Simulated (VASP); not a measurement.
A run of VASP 6.6.1 is set up as follows.

The input INCAR:

```
PREC = Accurate
ENCUT = 520
EDIFF = 1E-6
ISMEAR = 0
SIGMA = 0.02
LREAL = False
LASPH = True
NELM = 80
ALGO = Normal
ISIF = 2
LWAVE = False
LCHARG = True
GGA = PE
LELF = True
LVHAR = True
NBANDS = 28
```

KPOINTS

```
Automatic mesh
0
Gamma
  6 6 6
```

Contents of POSCAR:

```
BaTiO3
1.0
    2.8056212963      1.6198262107      2.2959343742
   -2.8056212963      1.6198262107      2.2959343742
    0.0000000000     -3.2396524213      2.2959343742
Ba Ti O
1 1 3
Direct
   -0.0012205863     -0.0012205863     -0.0012205863
    0.5083315437      0.5083315437      0.5083315437
    0.4894097241      0.9851705945      0.4894097241
    0.4894097241      0.4894097241      0.9851705945
    0.9851705945      0.4894097241      0.4894097241
```

Potentials or basis: VASP PAW PBE potentials, release 64 (Ba_sv, Ti_sv, O).

Command:

```sh
$ cat potpaw_PBE.64/Ba_sv/POTCAR potpaw_PBE.64/Ti_sv/POTCAR potpaw_PBE.64/O/POTCAR > POTCAR
$ mpirun -np 1 vasp_std > vasp.out
```

**Question.** Predict the largest force.

**Answer.** 0.050 eV/Å.

**Question.** Estimate the band gap on the k mesh.

**Answer.** 2.16 eV, indirect (least direct gap 2.43 eV).

**Question.** What does it give for the pressure?

**Answer.** 10.0 GPa.

Forces in eV/Å, atoms in the order of the input:
```
Ba   0.000  0.000 -0.030
Ti   0.000  0.000 -0.050
O   -0.016  0.009  0.027
O    0.000 -0.019  0.027
O    0.016  0.009  0.027
```

Caveat: spin-orbit coupling is left out, which moves the levels of the heavy elements. A k mesh can miss the band edges.
